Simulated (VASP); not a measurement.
# Ta18N17 (a cell with a defect) in VASP: single point with PBEsol

Aim: the single point of Ta18N17 (a cell with a defect) with PBEsol.

Everything below comes from runs of VASP 6.6.1. Logs are shortened: lines on timing, memory, paths and dates and some standing lists are left out, and cuts for length are marked.

## Step 1: The cell of the first run

The cell holds a defect, 35 atoms: a = 8.969 Å, b = 8.969 Å, c = 5.792 Å, α = 90.00°, β = 90.00°, γ = 120.00°.

## Step 2: Single point, PBEsol

File INCAR:

```
SYSTEM = Ta18N17
ALGO     = Normal         ! electronic algorithm
EDIFF    = 1E-6           ! SCF threshold, eV
ENCUT    = 520            ! plane-wave cutoff, eV
GGA      = PS             ! functional
ISIF     = 2              ! what is computed and relaxed
ISMEAR   = 1              ! smearing method
LASPH    = .TRUE.         ! aspherical terms in the spheres
LCHARG   = .FALSE.        ! write CHGCAR
LREAL    = Auto         
LWAVE    = .FALSE.        ! write WAVECAR
NBANDS   = 164            ! bands
NELM     = 100            ! most SCF steps
PREC     = Accurate       ! precision mode
SIGMA    = 0.1            ! smearing width, eV
```

File KPOINTS:

```
k-points
0
G
  1 1 1
  0 0 0
```

File POSCAR:

```
Ta18N17
1.0
    7.7675072900      4.4845723700      0.0000000000
   -7.7675072400      4.4845724600      0.0000000000
    0.0000000000      0.0000000000      5.7917586500
Ta N
18 17
Direct
   -0.0036010077     -0.0004836627     -0.0019933496
    0.3348658289      0.6648635924      0.0003394478
    0.6670219113      0.3348782921      0.0002389602
    0.0041803786      0.6715672043      0.2519469626
    0.3154694502      0.3232917816      0.2360303809
    0.6633048314     -0.0020656417      0.2518257559
   -0.0032599315      0.3336932143      0.2489418305
    0.3316541108      0.0035439585      0.2524809973
    0.6639329665      0.6579894938      0.2492331064
   -0.0015433082      0.0008794768      0.4985784413
    0.3376325206      0.6628628601      0.5014483813
    0.6657846712      0.3366502543      0.5088501055
    0.0037950115      0.6716194293      0.7506046544
    0.3329263827      0.3200165803      0.7475914073
    0.6631218317     -0.0027224099      0.7518460736
   -0.0022126542      0.3328078253      0.7473073831
    0.3338473248      0.0010356642      0.7558868151
    0.6622418653      0.6588486316      0.7472429812
    0.1283532793      0.8705925626      0.0010813641
    0.4613867448      0.5249008179     -0.0066411607
    0.7951016874      0.2006967107      0.0006478170
    0.0724473271      0.5385843891     -0.0002399962
    0.4019882174      0.2034565737      0.0088218455
    0.7326730365      0.8628427300     -0.0006034437
    0.1271885476      0.2647458067     -0.0108590506
    0.4629101308      0.9277299129      0.0046269193
    0.7986083536      0.5966939026      0.0022174612
    0.1332025521      0.8732559347      0.5031211029
    0.7950246398      0.2026053709      0.5002116240
    0.0755207142      0.5389570384      0.5006329123
    0.4911055746      0.4601460959      0.4799340180
    0.7302252912      0.8613306774      0.4992386898
    0.1315229905      0.2656678293      0.5001403158
    0.4610314396      0.9269126949      0.5019782722
    0.8078166043      0.6009703266      0.5015429985
```

Potentials or basis: VASP PAW PBE potentials, release 64 (Ta_pv, N).

Command:

```sh
> cat potpaw_PBE.64/Ta_pv/POTCAR potpaw_PBE.64/N/POTCAR > POTCAR
> mpirun -np 1 vasp_gam > vasp.out
```

OUTCAR:

```text
SYSTEM = Ta18N17
   EDIFF = 1E-6
   ENCUT = 520
   GGA = PS
   ISIF = 2
   ISMEAR = 1
   LASPH = .TRUE.
   LREAL = Auto
   NELM = 100
   PREC = Accurate

 ion  position               nearest neighbor table
   1  0.996  1.000  0.998-  19 2.03  24 2.05  25 2.06  10 2.89  10 2.90   5 3.20  14 3.29  13 3.30
                            15 3.30  16 3.32   4 3.32   6 3.32  17 3.33   7 3.33   8 3.33   9 3.36
   2  0.335  0.665  0.000-  22 2.04  26 2.04  20 2.07  11 2.89  11 2.90   5 3.28  15 3.29   6 3.31
                            18 3.31   9 3.31   7 3.33  13 3.33   4 3.33  17 3.34  16 3.34   8 3.38
   3  0.667  0.335  0.000-  27 2.03  21 2.04  23 2.06  12 2.85  12 2.95   9 3.25  18 3.27  14 3.28
                             7 3.29  17 3.31  16 3.32   8 3.33  15 3.34   6 3.34  13 3.35   4 3.36
   4  0.004  0.672  0.252-  35 2.12  19 2.13  28 2.15  30 2.16  22 2.16  27 2.17  13 2.89  13 2.90
                             8 2.96   9 2.99   7 3.00  10 3.30   1 3.32   2 3.33   3 3.36  11 3.36
   5  0.315  0.323  0.236-  31 2.01  25 2.07  23 2.08  33 2.12  20 2.14  14 2.83   7 2.91   8 2.94
                            14 2.97   9 3.07   1 3.20  10 3.25   2 3.28  11 3.33   3 3.39  12 3.47
   6  0.663  0.998  0.252-  26 2.13  34 2.15  32 2.16  29 2.16  21 2.16  24 2.18  15 2.90  15 2.90
                             8 3.00   7 3.00   9 3.05  11 3.30   2 3.31  10 3.32   1 3.32   3 3.34
   7  0.997  0.334  0.249-  21 2.15  29 2.16  22 2.16  33 2.17  30 2.17  25 2.18  16 2.89  16 2.91
                             5 2.91   4 3.00   6 3.00   3 3.29  10 3.32   2 3.33   1 3.33  12 3.34
   8  0.332  0.004  0.252-  23 2.12  28 2.14  19 2.17  34 2.17  26 2.17  17 2.88  17 2.92   5 2.94
                             4 2.96   6 3.00  10 3.30   3 3.33   1 3.33  12 3.34   2 3.38  11 3.40
   9  0.664  0.658  0.249-  27 2.11  31 2.14  32 2.17  24 2.17  35 2.17  20 2.18  18 2.88  18 2.91
[... 22 lines left out ...]
  22  0.072  0.539  1.000-   2 2.04  13 2.15   4 2.16   7 2.16  16 2.18
  23  0.402  0.203  0.009-   3 2.06   5 2.08  14 2.10   8 2.12  17 2.17
  24  0.733  0.863  0.999-   1 2.05  15 2.16   9 2.17  18 2.17   6 2.18
[... 9 lines left out ...]
  34  0.461  0.927  0.502-  11 2.05  15 2.15   6 2.15  17 2.16   8 2.17
  35  0.808  0.601  0.502-  12 2.06  13 2.11   4 2.12  18 2.16   9 2.17

  LATTYP: Found a hexagonal cell.
 ALAT       =     8.9691448222
 C/A-ratio  =     0.6457425724

  Lattice vectors:

 A1 = (   7.7675072900,   4.4845723700,   0.0000000000)
 A2 = (  -7.7675072400,   4.4845724600,   0.0000000000)
 A3 = (   0.0000000000,   0.0000000000,   5.7917586500)

Analysis of symmetry for initial positions (statically):
=====================================================================
 Subroutine PRICEL returns:
 Original cell was already a primitive cell.

 Routine SETGRP: Setting up the symmetry group for a
 hexagonal supercell.

 Subroutine GETGRP returns: Found  1 space group operations
 (whereof  1 operations were pure point group operations)
 out of a pool of 24 trial point group operations.

The static configuration has the point symmetry C_1 .

Analysis of symmetry for dynamics (positions and initial velocities):
=====================================================================
 Subroutine PRICEL returns:
 Original cell was already a primitive cell.

 Routine SETGRP: Setting up the symmetry group for a
 hexagonal supercell.

 Subroutine GETGRP returns: Found  1 space group operations
 (whereof  1 operations were pure point group operations)
 out of a pool of 24 trial point group operations.

The dynamic configuration has the point symmetry C_1 .

 Subroutine INISYM returns: Found  1 space group operations
 (whereof  1 operations are pure point group operations),
 and found     1 'primitive' translations

----------------------------------------------------------------------------------------

                                     Primitive cell

  volume of cell :     403.4996

  direct lattice vectors                    reciprocal lattice vectors
     7.767507290  4.484572370  0.000000000     0.064370716  0.111493349  0.000000000
    -7.767507240  4.484572460  0.000000000    -0.064370715  0.111493350  0.000000000
     0.000000000  0.000000000  5.791758650     0.000000000  0.000000000  0.172659128

  length of vectors
     8.969144822  8.969144824  5.791758650     0.128741431  0.128741431  0.172659128

  position of ions in fractional coordinates (direct lattice)
     0.996398992  0.999516337  0.998006650
     0.334865829  0.664863592  0.000339448
     0.667021911  0.334878292  0.000238960
     0.004180379  0.671567204  0.251946963
     0.315469450  0.323291782  0.236030381
     0.663304831  0.997934358  0.251825756
[... 27 lines left out ...]
     0.461031440  0.926912695  0.501978272
     0.807816604  0.600970327  0.501542998

  ion indices of the primitive-cell ions
   primitive index   ion index
                 1           1
                 2           2
                 3           3
                 4           4
                 5           5
                 6           6
[... 27 lines left out ...]
                34          34
                35          35

----------------------------------------------------------------------------------------

 KPOINTS: k-points

Automatic generation of k-mesh.
 Grid dimensions read from file:
 generate k-points for:    1    1    1

 Generating k-lattice:

  Cartesian coordinates                     Fractional coordinates (reciprocal lattice)
     0.064370716  0.111493349  0.000000000     1.000000000  0.000000000  0.000000000
    -0.064370715  0.111493350  0.000000000     0.000000000  1.000000000  0.000000000
     0.000000000  0.000000000  0.172659128     0.000000000  0.000000000  1.000000000

  Length of vectors
     0.128741431  0.128741431  0.172659128

  Shift w.r.t. Gamma in fractional coordinates (k-lattice)
     0.000000000  0.000000000  0.000000000

 Subroutine IBZKPT returns following result:
 ===========================================

 Found      1 irreducible k-points:

 Following reciprocal coordinates:
            Coordinates               Weight
  0.000000  0.000000  0.000000      1.000000
   k-points           NKPTS =      1   k-points in BZ     NKDIM =      1   number of bands    NBANDS=    164
   number of dos      NEDOS =    301   number of ions     NIONS =     35
   total plane-waves  NPLWV = 235200
   dimension x,y,z NGX =    70 NGY =   70 NGZ =   48
   dimension x,y,z NGXF=   140 NGYF=  140 NGZF=   96
   ions per type =              18  17
   NGX,Y,Z   is equivalent  to a cutoff of  12.97, 12.97, 13.78 a.u.
   NGXF,Y,Z  is equivalent  to a cutoff of  25.95, 25.95, 27.56 a.u.
 SYSTEM =  Ta18N17
   PREC   = accura    normal or accurate (medium, high low for compatibility)
   ISTART =      0    job   : 0-new  1-cont  2-samecut
   ICHARG =      2    charge: 1-file 2-atom 10-const
   ISPIN  =      1    spin polarized calculation?
   LNONCOLLINEAR =      F non collinear calculations
   LSORBIT =      F    spin-orbit coupling
   LASPH  =      T    aspherical Exc in radial PAW
   ENCUT  =  520.0 eV  38.22 Ry    6.18 a.u.  16.68 16.68 10.77*2*pi/ulx,y,z
   NELM   =    100;   NELMIN=  2; NELMDL= -5     # of ELM steps
   EDIFF  = 0.1E-05   stopping-criterion for ELM
   LREAL  =      T    real-space projection
   EDIFFG = 0.1E-04   stopping-criterion for IOM
   NSW    =      0    number of steps for IOM
[... 5 lines left out ...]
   TEBEG  =    0.0;   TEEND  =   0.0 temperature during run
   PSTRESS=    0.0 pullay stress
   NELECT =     283.0000    total number of electrons
   NUPDOWN=      -1.0000    fix difference up-down
   EMIN   =  10.00;   EMAX   =-10.00  energy-range for DOS
   EFERMI =   0.00;   METHOD = LEGACY
   ISMEAR =     1;   SIGMA  =   0.10  broadening in eV -4-tet -1-fermi 0-gaus
   EFERMI_NEDOS =   21; number of points for ismear=-14 and -15
   IALGO  =     38    algorithm
   IMIX   =      4    mixing-type and parameters
     AMIX     =   0.40;   BMIX     =  1.00
     AMIX_MAG =   1.60;   BMIX_MAG =  1.00
  volume/ion in A,a.u.               =      11.53        77.80
  Fermi-wavevector in a.u.,A,eV,Ry     =   1.454530  2.748663 28.785256  2.115657
  Thomas-Fermi vector in A             =   2.571670
   LORBIT       =      0    0 simple, 1 ext, 2 COOP (PROOUT), +10 PAW based schemes
   GGA     = PS    functional components
   LHFCALC =     F    Hartree Fock is set to
   AEXX    =    0.0000 exact exchange contribution
   IVDW    =     0    specifies the selected vdW correction
   LEPSILON=     F    determine dielectric tensor
   LRPA    =     F    only Hartree local field effects (RPA)
 non-spin polarized calculation
 Methfessel and Paxton  Order N= 1 SIGMA  =   0.10
  energy-cutoff  :      520.00
  volume of cell :      403.50
 maximum number of plane-waves:      5429
 NGX is ok and might be reduce to    70
   NGX = 33   NGY = 33   NGZ = 21

 number of electron     282.9999997 magnetization

 Free energy of the ion-electron system (eV)
  ---------------------------------------------------
  ext. energy  EPLUGINS =         0.00000000
  ---------------------------------------------------
  free energy    TOTEN  =      -420.44082647 eV

  energy without entropy =     -420.41275390  energy(sigma->0) =     -420.43146895

 E-fermi :   8.0601     XC(G=0): -13.1363

 val. band max:        8.0600992066   @ k =   0.0000   0.0000   0.0000
 cond. band min:       8.3437060261   @ k =   0.0000   0.0000   0.0000
 fundamental gap:      0.2836068195
 Fermi energy:         8.0601260389

 k-point     1 :       0.0000    0.0000    0.0000
  band No.  band energies     occupation
      1     -28.4234      2.00000
      2     -28.3504      2.00000
      3     -28.3122      2.00000
      4     -28.2562      2.00000
      5     -28.1523      2.00000
      6     -28.0843      2.00000
[... 145 lines left out ...]
    152      10.0002     -0.00000
    153      10.0614      0.00000
 [bands above 153 left out]

------------------------ aborting loop because EDIFF is reached ----------------------------------------

  FORCE on cell =-STRESS in cart. coord.  units (eV):
  Direction    XX          YY          ZZ          XY          YZ          ZX
  --------------------------------------------------------------------------------------
  -------------------------------------------------------------------------------------
  Total        7.9382636     11.6056314    -45.4960743      3.7246640     -0.3286158      2.0968659
  in kB       31.5204884     46.0825172   -180.6514058     14.7895352     -1.3048360      8.3260321
  external PRESSURE =     -34.3494667 kB  Pullay stress =       0.0000000 kB

 VOLUME and BASIS-vectors are now :
 -----------------------------------------------------------------------------
  energy-cutoff  :      520.00
  volume of cell :      403.50
      direct lattice vectors                 reciprocal lattice vectors
     7.767507290  4.484572370  0.000000000     0.064370716  0.111493349  0.000000000
    -7.767507240  4.484572460  0.000000000    -0.064370715  0.111493350  0.000000000
     0.000000000  0.000000000  5.791758650     0.000000000  0.000000000  0.172659128

 POSITION                                       TOTAL-FORCE (eV/Angst)
 -----------------------------------------------------------------------------------
     -0.02421      8.95083      5.78021         0.065791     -0.027728      0.003239
     -2.56326      4.48336      0.00197         0.319822     -0.045486     -0.060851
      2.57993      4.49309      0.00138        -0.029851     -0.123411      0.145319
     -5.18393      3.03044      1.45922         0.133008     -0.049892     -0.022126
     -0.06076      2.86457      1.36703         1.082686     -0.678648      0.082942
     -2.59924      7.44995      1.45851        -0.065304     -0.026117     -0.009564
[... 27 lines left out ...]
     -3.61874      6.22434      2.90734         0.200495     -0.054464     -0.058184
      1.60668      6.31781      2.90482         0.285534     -0.119635     -0.002578
 -----------------------------------------------------------------------------------
    total drift:                               -0.006742     -0.000564     -0.002860

  FREE ENERGIE OF THE ION-ELECTRON SYSTEM (eV)
  ---------------------------------------------------
  free  energy   TOTEN  =      -420.4408264726 eV

  energy  without entropy=     -420.4127539002  energy(sigma->0) =     -420.43146895
```

Run time: 5.4 min. Hardware: 1 thread of Intel Xeon 8259CL, shared host; peak memory 0.51 GiB.

Results:

```
Free energy            : -420.4408 eV
Pressure               : -3.4 GPa
Largest force          : 4.431 eV/Å
Band gap on the k mesh : zero (an odd number of electrons rules out a gap without spin polarisation)
```

Forces on the atoms (eV/Å):
```
Ta   0.066 -0.028  0.003
Ta   0.320 -0.045 -0.061
Ta  -0.030 -0.123  0.145
Ta   0.133 -0.050 -0.022
Ta   1.083 -0.679  0.083
Ta  -0.065 -0.026 -0.010
Ta  -0.008 -0.013  0.063
Ta  -0.027 -0.095  0.008
Ta   0.369  0.093 -0.038
Ta   0.041 -0.064  0.024
Ta   0.274 -0.080 -0.032
Ta  -0.391 -0.694 -0.095
Ta   0.123  0.069 -0.043
Ta   0.120 -0.047 -0.035
Ta  -0.009  0.029 -0.049
Ta  -0.001 -0.043  0.011
Ta   0.072  0.128 -0.100
Ta   0.359  0.038 -0.067
N    0.107 -0.011  0.029
N    0.294 -0.070  0.066
N   -0.079  0.011 -0.060
N    0.184  0.048 -0.068
N    0.068 -0.299 -0.304
N    0.029 -0.033 -0.038
N    0.070  0.058  0.118
N    0.016 -0.147 -0.150
N    0.136  0.054 -0.129
N    0.022  0.000 -0.038
N   -0.388  0.029 -0.040
N    0.168  0.013 -0.055
N   -3.635  2.321  1.016
N    0.064 -0.100 -0.009
N    0.030 -0.068 -0.062
N    0.200 -0.054 -0.058
N    0.286 -0.120 -0.003
```

Stress tensor (GPa, compression positive):
```
  3.15   1.48   0.83
  1.48   4.61  -0.13
  0.83  -0.13 -18.07
```

Caveat: the k points lie up to 1.08 Å⁻¹ apart, too coarse for converged energies and pressures of a metal; the PAW data sets were made with another functional, which shifts forces and pressure a little; spin-orbit coupling is left out, which moves the levels of the heavy elements.

The gap in the log of VASP goes by the Fermi energy; the results here count the filled bands.